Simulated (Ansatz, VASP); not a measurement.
Mo: VASP beside Ansatz

The input INCAR:

```
PREC     = Accurate       # precision mode
ENCUT    = 520            # plane-wave cutoff, eV
EDIFF    = 1E-6           # SCF threshold, eV
ISMEAR   = -1             # smearing method
SIGMA    = 0.1            # smearing width, eV
LREAL    = False          # projectors in reciprocal space
LASPH    = True           # aspherical terms in the spheres
NELM     = 80             # most SCF steps
ALGO     = Normal         # electronic algorithm
ISIF     = 2              # what is computed and relaxed
LWAVE    = False          # write WAVECAR
LCHARG   = False          # write CHGCAR
GGA      = RP             # functional
NBANDS   = 21             # bands
```

KPOINTS

```
Automatic mesh
0
Gamma
  11 11 11
```

POSCAR

```
Mo
1.0
    0.0000000000      2.9388958301      2.9388958301
    2.9388958301      0.0000000000      2.9388958301
    2.9388958301      2.9388958301      0.0000000000
Mo
2
Direct
    0.1250000000      0.1250000000      0.1250000000
    0.8750000000      0.8750000000      0.8750000000
```

Input for Ansatz:

```yaml
crystal:
  lattice:
    - [0.0, 2.9388958301, 2.9388958301]
    - [2.9388958301, 0.0, 2.9388958301]
    - [2.9388958301, 2.9388958301, 0.0]
  atoms:
    - { symbol: Mo, position: [0.125, 0.125, 0.125] }
    - { symbol: Mo, position: [0.875, 0.875, 0.875] }
hamiltonian:
  xc: rpbe
  pseudopotentials:
    kind: paw
    azcp:
      Mo: "pseudopotentials/Mo.paw.azcp"
basis:
  ecutwfc: 420
  fft_grid_basis: typed
kpoints:
  mp_grid: { grid: [11, 11, 11], shift: [0, 0, 0] }
magnetization:
  spin_polarized: false
scf:
  occupations: { method: fermi_dirac, width: 0.1 }
  lower_state_search: "off"
output:
  stress: true
```

Alike in both runs: task single point; functional RPBE; k mesh 11 × 11 × 11; occupations fermi-dirac, width 0.1 eV; no spin polarisation.

|  | VASP | Ansatz |
| --- | --- | --- |
| version | VASP 6.6.1 | Ansatz 0.2.0 |
| potentials or method | VASP PAW PBE potentials, release 64 (Mo_sv), cutoff 520 eV | plane waves (420 eV) with PAW, scalar-relativistic |
| valence electrons in the cell | 28 | 28 |

Ansatz gave:

| Quantity | Value |
| --- | --- |
| pressure (GPa) | -6.6 |

Question: Estimate VASP's values.

Answer: Pressure (GPa): -6.4.

VASP's potentials were made for PBE, not for RPBE.
